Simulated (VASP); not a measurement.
# SiC (P1) in VASP: further runs, part 2 of 2

VASP 6.6.1. Earlier steps stand in the parts before.

### 3 Single point, r2SCAN

Contents of POSCAR:

```
SiC
1.0
    1.5375975033     -2.6631969973      0.0000000000
    0.0000000000      0.0000000000     -5.0481668562
    9.6099843956      4.6605947453      1.2620417140
Si C
8 8
Direct
    0.2916666667      1.2037304508      0.8333333333
   -0.0208333333      1.0162304508      0.0833333333
    0.4166666667      1.0787304508      0.3333333333
   -0.1458333333      1.1412304508      0.5833333333
    0.7708333333      0.7245637842      0.9166666667
    0.4583333333      0.5370637842      0.1666666667
    0.8958333333      0.5995637842      0.4166666667
    0.3333333333      0.6620637842      0.6666666667
    0.2916666667      0.8279362158      0.8333333333
   -0.0208333333      0.6404362158      0.0833333333
    0.4166666667      0.7029362158      0.3333333333
   -0.1458333333      0.7654362158      0.5833333333
    0.7708333333      0.3487695492      0.9166666667
    0.4583333333      0.1612695492      0.1666666667
    0.8958333333      0.2237695492      0.4166666667
    0.3333333333      0.2862695492      0.6666666667
```

Contents of INCAR.step1:

```
  ALGO = Normal
  EDIFF = 1E-4
  ENCUT = 520
  GGA = PE
  ISMEAR = 0
  LASPH = True
  LCHARG = False
  LREAL = Auto
  LWAVE = True
  NBANDS = 46
  NELM = 100
  PREC = Accurate
  SIGMA = 0.05
```

Contents of INCAR.step2:

```
  ALGO = Normal
  EDIFF = 1E-7
  ENCUT = 520
  ISIF = 2
  ISMEAR = 0
  ISTART = 1
  LASPH = True
  LCHARG = False
  LMIXTAU = True
  LREAL = Auto
  LWAVE = False
  METAGGA = R2SCAN
  NBANDS = 46
  NELM = 100
  PREC = Accurate
  SIGMA = 0.05
```

Contents of KPOINTS:

```
k-points
0
Gamma
  7 5 2
```

Potentials or basis: VASP PAW PBE potentials, release 64 (Si, C).

Run with:

```sh
> cat potpaw_PBE.64/Si/POTCAR potpaw_PBE.64/C/POTCAR > POTCAR
> cp INCAR.step1 INCAR
> mpirun -np 1 vasp_std > vasp.out
> cp INCAR.step2 INCAR
> mpirun -np 1 vasp_std > vasp.out
```

OUTCAR:

```text
EDIFF = 1E-7
   ENCUT = 520
   ISIF = 2
   ISMEAR = 0
   ISTART = 1
   LASPH = True
   LREAL = Auto
   METAGGA = R2SCAN
   NELM = 100
   PREC = Accurate

 ion  position               nearest neighbor table
   1  0.292  0.204  0.833-  16 1.88  13 1.88  13 1.88   9 1.90   2 3.05   4 3.08   4 3.08   8 3.09
                             8 3.09   5 3.09   5 3.09   5 3.09   5 3.09
   2  0.979  0.016  0.083-  14 1.88  14 1.88  10 1.90   5 2.31   1 3.05   3 3.08   3 3.08   6 3.09
                             6 3.09   6 3.09   6 3.09
   3  0.417  0.079  0.333-  14 1.88  15 1.88  15 1.88  11 1.90   2 3.08   4 3.08   4 3.08   2 3.08
                             6 3.09   6 3.09   7 3.09   7 3.09   7 3.09   7 3.09
   4  0.854  0.141  0.583-  15 1.88  16 1.88  16 1.88  12 1.90   1 3.08   3 3.08   1 3.08   3 3.08
                             7 3.09   7 3.09   8 3.09   8 3.09   8 3.09   8 3.09
   5  0.771  0.725  0.917-   9 1.88   9 1.88  13 1.90  10 2.04   2 2.31   6 3.05   8 3.08   8 3.08
                             1 3.09   1 3.09   1 3.09   1 3.09
   6  0.458  0.537  0.167-  11 1.88  10 1.88  10 1.88  14 1.90   5 3.05   7 3.08   7 3.08   3 3.09
                             3 3.09   2 3.09   2 3.09   2 3.09   2 3.09
   7  0.896  0.600  0.417-  12 1.88  11 1.88  11 1.88  15 1.90   8 3.08   6 3.08   6 3.08   8 3.08
                             4 3.09   4 3.09   3 3.09   3 3.09   3 3.09   3 3.09
   8  0.333  0.662  0.667-   9 1.88  12 1.88  12 1.88  16 1.90   7 3.08   5 3.08   7 3.08   5 3.08
                             1 3.09   1 3.09   4 3.09   4 3.09   4 3.09   4 3.09
   9  0.292  0.828  0.833-   8 1.88   5 1.88   5 1.88   1 1.90
  10  0.979  0.640  0.083-   6 1.88   6 1.88   2 1.90   5 2.04
  11  0.417  0.703  0.333-   6 1.88   7 1.88   7 1.88   3 1.90
  12  0.854  0.765  0.583-   7 1.88   8 1.88   8 1.88   4 1.90
  13  0.771  0.349  0.917-   1 1.88   1 1.88   5 1.90
  14  0.458  0.161  0.167-   3 1.88   2 1.88   2 1.88   6 1.90
  15  0.896  0.224  0.417-   4 1.88   3 1.88   3 1.88   7 1.90
  16  0.333  0.286  0.667-   1 1.88   4 1.88   4 1.88   8 1.90

  LATTYP: Found a triclinic cell.
 ALAT       =     3.0751950066
 B/A-ratio  =     1.9221790599
 C/A-ratio  =     3.5680419380
 COS(alpha) =     0.0111260269
 COS(beta)  =     0.2101993231
 COS(gamma) =     0.5202428956

  Lattice vectors:

 A1 = (   1.5375975033,  -2.6631969973,   0.0000000000)
[... 187 lines left out ...]
   LRPA    =     F    only Hartree local field effects (RPA)
 non-spin polarized calculation
 Gauss-broadening in eV      SIGMA  =   0.05
  energy-cutoff  :      520.00
  volume of cell :      165.37
 maximum number of plane-waves:      4469
   NGX = 11   NGY = 19   NGZ = 39

 number of electron      63.9999999 magnetization

 Free energy of the ion-electron system (eV)
  ---------------------------------------------------
  ext. energy  EPLUGINS =         0.00000000
  ---------------------------------------------------
  free energy    TOTEN  =      -148.76607831 eV

  energy without entropy =     -148.76469315  energy(sigma->0) =     -148.76538573

 E-fermi :   9.3825     XC(G=0): -11.9830

 val. band max:        9.3298180823   @ k =  -0.1429   0.2000  -0.0000
 cond. band min:       9.4301271606   @ k =   0.4286   0.4000   0.5000
 fundamental gap:      0.1003090783
 Fermi energy:         9.3824834004

 k-point     1 :       0.0000    0.0000    0.0000
  band No.  band energies     occupation
      1      -8.2783      2.00000
      2      -7.2193      2.00000
      3      -7.1250      2.00000
      4      -4.8636      2.00000
      5      -4.4630      2.00000
      6      -4.0298      2.00000
[... 1117 lines left out ...]
     43      15.4849      0.00000
     44      15.5755      0.00000

 [... further k-points ...]

 [bands above 44 left out]

------------------------ aborting loop because EDIFF is reached ----------------------------------------

  FORCE on cell =-STRESS in cart. coord.  units (eV):
  Direction    XX          YY          ZZ          XY          YZ          ZX
  --------------------------------------------------------------------------------------
  -------------------------------------------------------------------------------------
  Total       -1.3327068      5.6859729     -1.0376198      5.1799322      0.4135138     -2.5988610
  in kB      -12.9114663     55.0865687    -10.0526184     50.1839697      4.0061849    -25.1781596
  external PRESSURE =      10.7074947 kB  Pullay stress =       0.0000000 kB

 VOLUME and BASIS-vectors are now :
 -----------------------------------------------------------------------------
  energy-cutoff  :      520.00
  volume of cell :      165.37
      direct lattice vectors                 reciprocal lattice vectors
     1.537597503 -2.663196997  0.000000000     0.142267401 -0.293350436  0.000000000
     0.000000000  0.000000000 -5.048166856     0.020323914  0.011734017 -0.198091709
     9.609984396  4.660594745  1.262041714     0.081295657  0.046936070  0.000000000

 POSITION                                       TOTAL-FORCE (eV/Angst)
 -----------------------------------------------------------------------------------
      8.45679      3.10706      0.02324         0.616346      0.794959     -0.196460
      2.30640     -2.21933      0.02324         1.224310      1.704753     -0.837107
      3.84399      0.44387      0.02324        -0.043819      0.173040      0.141307
      6.91919      0.44387      0.02324         0.123644      0.131817     -0.035635
      9.99438      2.21933     -2.50085        -1.014898     -1.688090      2.133732
      2.30640     -0.44387     -2.50085        -0.563994     -0.532397      0.124183
[... 8 lines left out ...]
      5.38159     -0.44387     -0.60378        -0.111306     -0.033807     -0.021132
      6.91919      2.21933     -0.60378        -0.160819     -0.321923     -0.111032
 -----------------------------------------------------------------------------------
    total drift:                               -0.004478     -0.015729     -0.006846

  FREE ENERGIE OF THE ION-ELECTRON SYSTEM (eV)
  ---------------------------------------------------
  free  energy   TOTEN  =      -148.7660783078 eV

  energy  without entropy=     -148.7646931526  energy(sigma->0) =     -148.76538573
```

OUTCAR.step1:

```text
EDIFF = 1E-4
   ENCUT = 520
   GGA = PE
   ISMEAR = 0
[... 1411 lines left out ...]
      9.99438      2.21933     -2.50085        -1.035408     -1.419583      1.985177
      2.30640     -0.44387     -2.50085        -0.545109     -0.505723      0.124543
[... 8 lines left out ...]
      5.38159     -0.44387     -0.60378        -0.110398     -0.033692     -0.026324
      6.91919      2.21933     -0.60378        -0.152055     -0.299161     -0.111634
 -----------------------------------------------------------------------------------
    total drift:                               -0.004677     -0.014095     -0.007002

  FREE ENERGIE OF THE ION-ELECTRON SYSTEM (eV)
  ---------------------------------------------------
  free  energy   TOTEN  =      -115.1174027866 eV

  energy  without entropy=     -115.1134723653  energy(sigma->0) =     -115.11543758
```

OSZICAR.step1:

```text
N       E                     dE             d eps       ncg     rms          rms(c)
DAV:   1     0.176559648943E+03    0.17656E+03   -0.29029E+04  3312   0.125E+03
DAV:   2    -0.110885423123E+03   -0.28745E+03   -0.27137E+03  4184   0.219E+02
DAV:   3    -0.128688006901E+03   -0.17803E+02   -0.17561E+02  4208   0.515E+01
DAV:   4    -0.129018707881E+03   -0.33070E+00   -0.32966E+00  4200   0.780E+00
DAV:   5    -0.129026859993E+03   -0.81521E-02   -0.81460E-02  4196   0.113E+00    0.245E+01
DAV:   6    -0.115661982208E+03    0.13365E+02   -0.43325E+01  3930   0.218E+01    0.113E+01
DAV:   7    -0.115197341383E+03    0.46464E+00   -0.39992E+00  3992   0.815E+00    0.523E+00
DAV:   8    -0.115123268838E+03    0.74073E-01   -0.45489E-01  4098   0.326E+00    0.246E+00
DAV:   9    -0.115118472982E+03    0.47959E-02   -0.11975E-01  4032   0.143E+00    0.520E-01
DAV:  10    -0.115116812626E+03    0.16604E-02   -0.15353E-02  4400   0.607E-01    0.238E-01
DAV:  11    -0.115117219327E+03   -0.40670E-03   -0.38744E-03  3960   0.270E-01    0.129E-01
DAV:  12    -0.115117385376E+03   -0.16605E-03   -0.40477E-04  3872   0.915E-02    0.400E-02
DAV:  13    -0.115117402787E+03   -0.17410E-04   -0.54623E-05  2286   0.414E-02
   1 F= -.11511740E+03 E0= -.11511544E+03  d E =-.393042E-02
```

It took 21 min on 1 thread of Oxide Virtual Turin-like, shared host; peak memory 0.33 GiB.

Results:

```yaml
Free_energy: -148.7661 eV
Pressure: 1.1 GPa
Largest_force: 2.904 eV/Å
Band_gap_on_the_k_mesh: zero (band 32 reaches 9.83 eV, above the bottom of band 33 at 9.21 eV)
```

Forces in eV/Å, atoms in the order of the input:
```
Si   0.616  0.795 -0.196
Si   1.224  1.705 -0.837
Si  -0.044  0.173  0.141
Si   0.124  0.132 -0.036
Si  -1.015 -1.688  2.134
Si  -0.564 -0.532  0.124
Si   0.007 -0.051  0.089
Si   0.023 -0.208  0.227
C   -0.031 -0.163 -0.493
C    1.610  1.470 -1.155
C   -0.088  0.175  0.042
C    0.045  0.012 -0.091
C   -1.579 -1.614  0.397
C   -0.057  0.150 -0.215
C   -0.111 -0.034 -0.021
C   -0.161 -0.322 -0.111
```

Stress tensor (GPa, compression positive):
```
-1.29  5.02 -2.52
 5.02  5.51  0.40
-2.52  0.40 -1.01
```

Levels at points of the mesh, in eV from the Fermi level:
```
           k point  band 30  band 31  band 32  band 33  band 34  band 35
(0.00, 0.00, 0.00)    -1.38    -1.18     0.44     0.77     2.17     2.64
(0.00, 0.00, 0.50)    -1.41    -1.27     0.38     0.91     2.19     2.82
```

Caveat: the PAW data sets were made with another functional, which shifts forces and pressure a little.

### 4 Single point, r2SCAN

This run uses another cell than the first one, of the same volume but with other edges.

Contents of POSCAR:

```
SiC
1.0
    1.5375975033     -2.6631969973      0.0000000000
    0.0000000000      0.0000000000     -5.0481668562
    9.8663018994      4.2166398059      2.1035711290
Si C
8 8
Direct
    0.1527500000      1.3426471175      0.8333333333
   -0.0347250000      1.0301221175      0.0833333333
    0.3611000000      1.1342971175      0.3333333333
   -0.2430750000      1.2384721175      0.5833333333
    0.6180250000      0.8773721175      0.9166666667
    0.4305500000      0.5648471175      0.1666666667
    0.8263750000      0.6690221175      0.4166666667
    0.2222000000      0.7731971175      0.6666666667
    0.1527500000      0.9668528825      0.8333333333
   -0.0347250000      0.6543278825      0.0833333333
    0.3611000000      0.7585028825      0.3333333333
   -0.2430750000      0.8626778825      0.5833333333
    0.6180250000      0.5015778825      0.9166666667
    0.4305500000      0.1890528825      0.1666666667
    0.8263750000      0.2932278825      0.4166666667
    0.2222000000      0.3974028825      0.6666666667
```

Contents of INCAR.step1:

```
PREC = Accurate
ENCUT = 520
ISMEAR = 0
SIGMA = 0.05
LREAL = Auto
LASPH = True
NELM = 100
NBANDS = 46
GGA = PE
ALGO = Normal
EDIFF = 1E-4
LWAVE = True
LCHARG = False
```

Contents of INCAR.step2:

```
PREC = Accurate
ENCUT = 520
EDIFF = 1E-7
ISMEAR = 0
SIGMA = 0.05
LREAL = Auto
LASPH = True
NELM = 100
ALGO = Normal
ISIF = 2
LWAVE = False
LCHARG = True
METAGGA = R2SCAN
LMIXTAU = True
LELF = True
LVHAR = True
NBANDS = 46
ISTART = 1
```

Contents of KPOINTS:

```
regular mesh
0
Gamma
  7 5 2
```

Run with:

```sh
> cat potpaw_PBE.64/Si/POTCAR potpaw_PBE.64/C/POTCAR > POTCAR
> cp INCAR.step1 INCAR
> mpirun -np 1 vasp_std > vasp.out
> cp INCAR.step2 INCAR
> mpirun -np 1 vasp_std > vasp.out
```

Run time: 28 min. Hardware: 1 thread of Oxide Virtual Turin-like, shared host; peak memory 0.33 GiB.

Results (log left out):

- Free energy: -147.5740 eV
- Pressure: 3.5 GPa
- Largest force: 3.329 eV/Å
- Band gap on the k mesh: zero (band 32 reaches 9.46 eV, above the bottom of band 33 at 8.68 eV)

Forces in eV/Å, atoms in the order of the input:
```
Si   0.863  0.730 -0.050
Si   1.981  1.850  0.550
Si   0.064  0.188  0.047
Si  -0.008  0.053  0.072
Si  -2.620 -1.643  1.232
Si  -0.891 -0.649  0.111
Si  -0.020 -0.065  0.066
Si  -0.065 -0.195  0.156
C   -0.688 -0.868 -0.520
C    1.161  1.929 -0.089
C    0.091  0.250 -0.103
C    0.038  0.004 -0.060
C   -0.546 -2.101 -0.599
C    0.729  0.780 -0.732
C   -0.023  0.008 -0.040
C   -0.065 -0.271 -0.042
```

Stress tensor (GPa, compression positive):
```
 2.08  7.55  0.41
 7.55  8.46 -2.24
 0.41 -2.24  0.03
```

Levels at points of the mesh, in eV from the Fermi level:
| k point | band 29 | band 30 | band 31 | band 32 | band 33 | band 34 | band 35 | band 36 |
| --- | --- | --- | --- | --- | --- | --- | --- | --- |
| (0.00, 0.00, 0.00) | -1.31 | -1.11 | -0.69 | 0.05 | 1.60 | 2.62 | 2.75 | 3.76 |
| (0.00, 0.00, 0.50) | -1.17 | -1.09 | -0.83 | 0.42 | 1.73 | 2.36 | 3.19 | 3.67 |

Caveat: the PAW data sets were made with another functional, which shifts forces and pressure a little.

### 5 Summary

```csv
cell,gap on the mesh (eV),pressure (GPa),largest force (eV/Å)
"a = 3.075, b = 5.048, c = 10.664 Å, angles 92.3, 88.6, 90.0°, 16 atoms",2.41,0.1,2.36
"a = 3.075, b = 5.048, c = 10.755 Å, angles 96.7, 85.9, 90.0°, 16 atoms",none,1.1,2.90
"a = 3.075, b = 5.048, c = 10.934 Å, angles 101.1, 83.3, 90.0°, 16 atoms",none,3.5,3.33
```

Alike in all rows: task single point; level r2SCAN; potentials or basis VASP PAW PBE potentials, release 64 (Si, C); no spin polarisation; k mesh 7 × 5 × 2; cutoff (eV) 520; smearing gaussian 0.05 eV.

Caveats: the PAW data sets were made with another functional, which shifts forces and pressure a little.

Absolute energies hang on the potentials; compare differences alone.
